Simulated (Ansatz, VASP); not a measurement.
**NaF in VASP and in Ansatz**

Contents of INCAR:

```
SYSTEM = NaF
PREC = Accurate
ENCUT = 520
EDIFF = 1E-6
ISMEAR = 0
SIGMA = 0.05
LREAL = .False.
LASPH = .True.
NELM = 80
ALGO = Normal
ISIF = 2
LWAVE = .False.
LCHARG = .False.
GGA = PS
NBANDS = 14
```

Contents of KPOINTS:

```
Automatic mesh
0
Gamma
  8 8 8
  0 0 0
```

Contents of POSCAR:

```
NaF
1.0
    0.0000000000      2.4394650000      2.4394650000
    2.4394650000      0.0000000000      2.4394650000
    2.4394650000      2.4394650000      0.0000000000
Na F
1 1
Direct
    0.0000000000      0.0000000000      0.0000000000
    0.5000000000      0.5000000000      0.5000000000
```

Input for Ansatz:

```yaml
crystal:
  lattice:
    - [0.0, 2.439465, 2.439465]
    - [2.439465, 0.0, 2.439465]
    - [2.439465, 2.439465, 0.0]
  atoms:
    - { symbol: Na, position: [0.0, 0.0, 0.0] }
    - { symbol: F, position: [0.5, 0.5, 0.5] }
basis:
  ecutwfc: 420
kpoints:
  mp_grid: { grid: [8, 8, 8] }
hamiltonian:
  xc: pbesol
scf:
  occupations: { method: gaussian, width: 0.05 }
output:
  forces: true
  stress: true
  eigenvalues: true
```

Change from the starting cell: strain +0.050 along x and y, +0.050 along z, atoms carried along.

Alike in both runs: task single point; functional PBEsol; k mesh 8 × 8 × 8; occupations gaussian, width 0.05 eV; no spin polarisation.

|  | VASP | Ansatz |
| --- | --- | --- |
| version | VASP 6.6.1 | Ansatz 0.2.0 |
| potentials or method | VASP PAW PBE potentials, release 64 (Na_pv, F), cutoff 520 eV | scalar-relativistic, plane waves, PAW |
| valence electrons in the cell | 14 | 16 |

```csv
,VASP,Ansatz,Ansatz less VASP
gap on the k mesh at the Fermi level (eV),5.44,5.45,+0.016
least direct gap on the mesh (eV),5.44,5.45,+0.016
pressure (GPa),-5.5,-5.3,+0.12
```

VASP's potentials were made for PBE, not for PBEsol. VASP's potentials hold 14 valence electrons a cell and Ansatz's 16, so a difference there can come from the potentials and not from the codes.
